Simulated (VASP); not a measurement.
# Pt (P6_3/mmc) in VASP: single point with LDA

Aim: the single point of Pt with LDA.

Program: VASP 6.6.1. These are calculated values, not measurements. Logs are shortened: lines on timing, memory, paths and dates and some standing lists are left out, and cuts for length are marked.

## (1) The cell of the first run

It takes space group P6_3/mmc (No. 194, hexagonal). Conventional cell: a = 2.708 Å, b = 2.708 Å, c = 4.677 Å, α = 90.00°, β = 90.00°, γ = 120.00°. Pt (site symmetry -6m2) has 12 Pt at 2.71 to 2.81 Å within 3.6 Å.

This isn't the form of Pt at room conditions, which is fcc.

## (2) Single point, LDA

Contents of INCAR:

```
SYSTEM = Pt
PREC = Accurate ; ENCUT = 520
EDIFF = 1E-6 ; ISMEAR = 0
SIGMA = 0.15 ; LREAL = .FALSE.
LASPH = .TRUE. ; NELM = 100
ALGO = Fast ; ISIF = 2
LWAVE = .FALSE. ; LCHARG = .FALSE.
GGA = CA ; NBANDS = 17
```

Contents of KPOINTS:

```
Automatic mesh
0
G
  18 18 10
  0 0 0
```

Contents of POSCAR:

```
Pt
1.0
    2.7081940711      0.0000000000      0.0000000000
   -1.3540970355      2.3453648639      0.0000000000
    0.0000000000      0.0000000000      4.6773974959
Pt
2
Direct
    0.6666666667      0.3333333333      0.7500000000
    0.3333333333      0.6666666667      0.2500000000
```

Potentials or basis: VASP PAW LDA potentials, release 64 (Pt).

The run is started by

```
$ cat potpaw_LDA.64/Pt/POTCAR > POTCAR
$ mpirun -np 1 vasp_std > vasp.out
```

OUTCAR:

```text
SYSTEM = Pt
   PREC = Accurate
   ENCUT = 520
   EDIFF = 1E-6
   ISMEAR = 0
   LREAL = .FALSE.
   LASPH = .TRUE.
   NELM = 100
   ISIF = 2
   GGA = CA

 ion  position               nearest neighbor table
   1  0.667  0.333  0.750-   2 2.81   2 2.81   2 2.81   2 2.81   2 2.81   2 2.81
   2  0.333  0.667  0.250-   1 2.81   1 2.81   1 2.81   1 2.81   1 2.81   1 2.81

  LATTYP: Found a hexagonal cell.
 ALAT       =     2.7081940711
 C/A-ratio  =     1.7271278842

  Lattice vectors:

 A1 = (   2.7081940711,   0.0000000000,   0.0000000000)
 A2 = (  -1.3540970355,   2.3453648639,   0.0000000000)
 A3 = (   0.0000000000,   0.0000000000,   4.6773974959)

Analysis of symmetry for initial positions (statically):
=====================================================================
 Subroutine PRICEL returns:
 Original cell was already a primitive cell.

 Routine SETGRP: Setting up the symmetry group for a
 hexagonal supercell.

 Subroutine GETGRP returns: Found 24 space group operations
 (whereof 12 operations were pure point group operations)
 out of a pool of 24 trial point group operations.

The static configuration has the point symmetry D_3d.
 The point group associated with its full space group is D_6h.

Analysis of symmetry for dynamics (positions and initial velocities):
=====================================================================
 Subroutine PRICEL returns:
 Original cell was already a primitive cell.

 Routine SETGRP: Setting up the symmetry group for a
 hexagonal supercell.

 Subroutine GETGRP returns: Found 24 space group operations
 (whereof 12 operations were pure point group operations)
 out of a pool of 24 trial point group operations.

The dynamic configuration has the point symmetry D_3d.
 The point group associated with its full space group is D_6h.

 Subroutine INISYM returns: Found 24 space group operations
 (whereof 12 operations are pure point group operations),
 and found     1 'primitive' translations

----------------------------------------------------------------------------------------

                                     Primitive cell

  volume of cell :      29.7094

  direct lattice vectors                    reciprocal lattice vectors
     2.708194071  0.000000000  0.000000000     0.369249756  0.213186446  0.000000000
    -1.354097035  2.345364864  0.000000000     0.000000000  0.426372892  0.000000000
     0.000000000  0.000000000  4.677397496     0.000000000  0.000000000  0.213794103

  length of vectors
     2.708194071  2.708194071  4.677397496     0.426372892  0.426372892  0.213794103

  position of ions in fractional coordinates (direct lattice)
     0.666666667  0.333333333  0.750000000
     0.333333333  0.666666667  0.250000000

  ion indices of the primitive-cell ions
   primitive index   ion index
                 1           1
                 2           2

----------------------------------------------------------------------------------------

 KPOINTS: Automatic mesh

Automatic generation of k-mesh.
 Grid dimensions read from file:
 generate k-points for:   18   18   10

 Generating k-lattice:

  Cartesian coordinates                     Fractional coordinates (reciprocal lattice)
     0.020513875  0.011843691  0.000000000     0.055555556 -0.000000000  0.000000000
     0.000000000  0.023687383  0.000000000     0.000000000  0.055555556  0.000000000
     0.000000000  0.000000000  0.021379410     0.000000000  0.000000000  0.100000000

  Length of vectors
     0.023687383  0.023687383  0.021379410

  Shift w.r.t. Gamma in fractional coordinates (k-lattice)
     0.000000000  0.000000000  0.000000000

 Subroutine IBZKPT returns following result:
 ===========================================

 Found    222 irreducible k-points:

 Following reciprocal coordinates:
            Coordinates               Weight
  0.000000  0.000000  0.000000      1.000000
  0.055556  0.000000  0.000000      6.000000
  0.111111  0.000000  0.000000      6.000000
  0.166667  0.000000  0.000000      6.000000
  0.222222  0.000000  0.000000      6.000000
  0.277778 -0.000000  0.000000      6.000000
[... 16 lines left out ...]
  0.333333  0.111111  0.000000     12.000000
  0.388889  0.111111  0.000000     12.000000
 [... further k-points ...]
   k-points           NKPTS =    222   k-points in BZ     NKDIM =    222   number of bands    NBANDS=     17
   number of dos      NEDOS =    301   number of ions     NIONS =      2
   total plane-waves  NPLWV =  14400
   dimension x,y,z NGX =    20 NGY =   20 NGZ =   36
   dimension x,y,z NGXF=    40 NGYF=   40 NGZF=   72
   ions per type =               2
   NGX,Y,Z   is equivalent  to a cutoff of  12.28, 12.28, 12.80 a.u.
   NGXF,Y,Z  is equivalent  to a cutoff of  24.55, 24.55, 25.59 a.u.
 SYSTEM =  Pt
   PREC   = accura    normal or accurate (medium, high low for compatibility)
   ISTART =      0    job   : 0-new  1-cont  2-samecut
   ICHARG =      2    charge: 1-file 2-atom 10-const
   ISPIN  =      1    spin polarized calculation?
   LNONCOLLINEAR =      F non collinear calculations
   LSORBIT =      F    spin-orbit coupling
   LASPH  =      T    aspherical Exc in radial PAW
   ENCUT  =  520.0 eV  38.22 Ry    6.18 a.u.   5.04  5.04  8.70*2*pi/ulx,y,z
   NELM   =    100;   NELMIN=  2; NELMDL= -5     # of ELM steps
   EDIFF  = 0.1E-05   stopping-criterion for ELM
   LREAL  =      F    real-space projection
   EDIFFG = 0.1E-04   stopping-criterion for IOM
   NSW    =      0    number of steps for IOM
   IBRION =     -1    ionic relax: 0-MD 1-quasi-New 2-CG
   NFREE  =      0    steps in history (QN), initial steepest desc. (CG)
   ISIF   =      2    stress and relaxation
   ISYM   =      2    0-nonsym 1-usesym 2-fastsym
   POTIM  = 0.5000    time-step for ionic-motion
   TEBEG  =    0.0;   TEEND  =   0.0 temperature during run
   PSTRESS=    0.0 pullay stress
   NELECT =      20.0000    total number of electrons
   NUPDOWN=      -1.0000    fix difference up-down
   EMIN   =  10.00;   EMAX   =-10.00  energy-range for DOS
   EFERMI =   0.00;   METHOD = LEGACY
   ISMEAR =     0;   SIGMA  =   0.15  broadening in eV -4-tet -1-fermi 0-gaus
   EFERMI_NEDOS =   21; number of points for ismear=-14 and -15
   IALGO  =     68    algorithm
   IMIX   =      4    mixing-type and parameters
     AMIX     =   0.40;   BMIX     =  1.00
     AMIX_MAG =   1.60;   BMIX_MAG =  1.00
  volume/ion in A,a.u.               =      14.85       100.24
  Fermi-wavevector in a.u.,A,eV,Ry     =   1.434784  2.711350 28.009042  2.058607
  Thomas-Fermi vector in A             =   2.554155
   LORBIT       =      0    0 simple, 1 ext, 2 COOP (PROOUT), +10 PAW based schemes
   GGA     = CA    functional components
   LHFCALC =     F    Hartree Fock is set to
   AEXX    =    0.0000 exact exchange contribution
   IVDW    =     0    specifies the selected vdW correction
   LEPSILON=     F    determine dielectric tensor
   LRPA    =     F    only Hartree local field effects (RPA)
 non-spin polarized calculation
 RMM-DIIS sequential band-by-band and
 Gauss-broadening in eV      SIGMA  =   0.15
  energy-cutoff  :      520.00
  volume of cell :       29.71
 maximum number of plane-waves:       825
   NGX = 11   NGY = 11   NGZ = 17

 number of electron      20.0000001 magnetization

 Free energy of the ion-electron system (eV)
  ---------------------------------------------------
  ext. energy  EPLUGINS =         0.00000000
  ---------------------------------------------------
  free energy    TOTEN  =       -14.90027380 eV

  energy without entropy =      -14.86037710  energy(sigma->0) =      -14.88032545

 E-fermi :  11.4103     XC(G=0): -13.7711

 val. band max:       11.4091754338   @ k =   0.2222   0.1667   0.4000
 cond. band min:      11.4128622847   @ k =   0.3333   0.1667   0.0000
 fundamental gap:      0.0036868509
 Fermi energy:        11.4103243348

 k-point     1 :       0.0000    0.0000    0.0000
  band No.  band energies     occupation
      1       1.0162      2.00000
      2       3.7187      2.00000
      3       7.0701      2.00000
      4       7.6152      2.00000
      5       7.6152      2.00000
      6       8.0314      2.00000
[... 9 lines left out ...]
     16      28.6740      0.00000
     17      32.9887      0.00000

 k-point     2 :       0.0556    0.0000    0.0000
  band No.  band energies     occupation
      1       1.1351      2.00000
      2       3.8292      2.00000
      3       7.0572      2.00000
      4       7.6092      2.00000
      5       7.7089      2.00000
      6       7.9690      2.00000
[... 9 lines left out ...]
     16      28.8592      0.00000
     17      32.3313      0.00000

 k-point     3 :       0.1111    0.0000    0.0000
  band No.  band energies     occupation
      1       1.4826      2.00000
      2       4.1406      2.00000
      3       6.9580      2.00000
      4       7.6340      2.00000
      5       7.8537      2.00000
      6       7.9856      2.00000
[... 9 lines left out ...]
     16      29.2151      0.00000
     17      31.1868      0.00000

 k-point     4 :       0.1667    0.0000    0.0000
  band No.  band energies     occupation
      1       2.0280      2.00000
      2       4.5743      2.00000
      3       6.7853      2.00000
      4       7.4688      2.00000
      5       7.7168      2.00000
      6       8.0579      2.00000
[... 9 lines left out ...]
     16      29.2592      0.00000
     17      29.9237      0.00000
[... 343 lines left out ...]
      1       4.3384      2.00000
      2       5.1503      2.00000
      3       5.8110      2.00000
      4       6.8684      2.00000
      5       7.5884      2.00000
      6       7.6760      2.00000
[... 9 lines left out ...]
     16      26.6225      0.00000
     17      27.8630      0.00000

 k-point    23 :       0.3333    0.1111    0.0000
  band No.  band energies     occupation
      1       4.6635      2.00000
      2       4.9421      2.00000
      3       5.4808      2.00000
      4       7.3153      2.00000
      5       7.5970      2.00000
      6       7.9913      2.00000
[... 9 lines left out ...]
     16      25.7400      0.00000
     17      26.0097      0.00000

 k-point    24 :       0.3889    0.1111    0.0000
  band No.  band energies     occupation
      1       4.7343      2.00000
      2       4.8378      2.00000
      3       5.2791      2.00000
      4       7.6070      2.00000
      5       7.8065      2.00000
      6       7.8912      2.00000
[... 9 lines left out ...]
     16      24.1009      0.00000
     17      25.5494      0.00000

 [... further k-points ...]
[... 5 lines left out ...]
  --------------------------------------------------------------------------------------
  -------------------------------------------------------------------------------------
  Total        0.2168151      0.2168151      0.0466603      0.0000000      0.0000000      0.0000000
  in kB       11.6924521     11.6924521      2.5163095      0.0000000      0.0000000      0.0000000
  external PRESSURE =       8.6337379 kB  Pullay stress =       0.0000000 kB

 VOLUME and BASIS-vectors are now :
 -----------------------------------------------------------------------------
  energy-cutoff  :      520.00
  volume of cell :       29.71
      direct lattice vectors                 reciprocal lattice vectors
     2.708194071  0.000000000  0.000000000     0.369249756  0.213186446  0.000000000
    -1.354097035  2.345364864  0.000000000     0.000000000  0.426372892  0.000000000
     0.000000000  0.000000000  4.677397496     0.000000000  0.000000000  0.213794103

 POSITION                                       TOTAL-FORCE (eV/Angst)
 -----------------------------------------------------------------------------------
      1.35410      0.78179      3.50805         0.000000     -0.000000      0.000000
     -0.00000      1.56358      1.16935        -0.000000      0.000000      0.000000
 -----------------------------------------------------------------------------------
    total drift:                                0.000000     -0.000000      0.000000

  FREE ENERGIE OF THE ION-ELECTRON SYSTEM (eV)
  ---------------------------------------------------
  free  energy   TOTEN  =       -14.9002737988 eV

  energy  without entropy=      -14.8603771041  energy(sigma->0) =      -14.88032545
```

Run time: 3.3 min. Hardware: 1 thread of Intel Xeon 8259CL, shared host; peak memory 0.2 GiB.

Results:

| Property | Result |
| --- | --- |
| Free energy | -14.9003 eV |
| Pressure | 0.9 GPa |
| Band gap on the k mesh | zero (bands 10 and 11 overlap by 1.42 eV) |

Levels at points of the mesh, in eV from the Fermi level:
| k point | band 8 | band 9 | band 10 | band 11 | band 12 | band 13 |
| --- | --- | --- | --- | --- | --- | --- |
| (0.00, 0.00, 0.00) | -2.03 | -2.03 | -0.97 | -0.24 | -0.24 | 5.14 |
| (0.50, 0.00, 0.00) | 0.05 | 0.31 | 0.54 | 2.38 | 3.94 | 7.56 |
| (0.00, 0.00, 0.50) | -3.79 | -0.87 | -0.87 | -0.87 | -0.87 | 12.44 |
| (0.50, 0.00, 0.50) | -1.01 | 0.45 | 0.45 | 1.68 | 1.68 | 6.90 |

Caveat: spin-orbit coupling is left out, which moves the levels of the heavy elements.
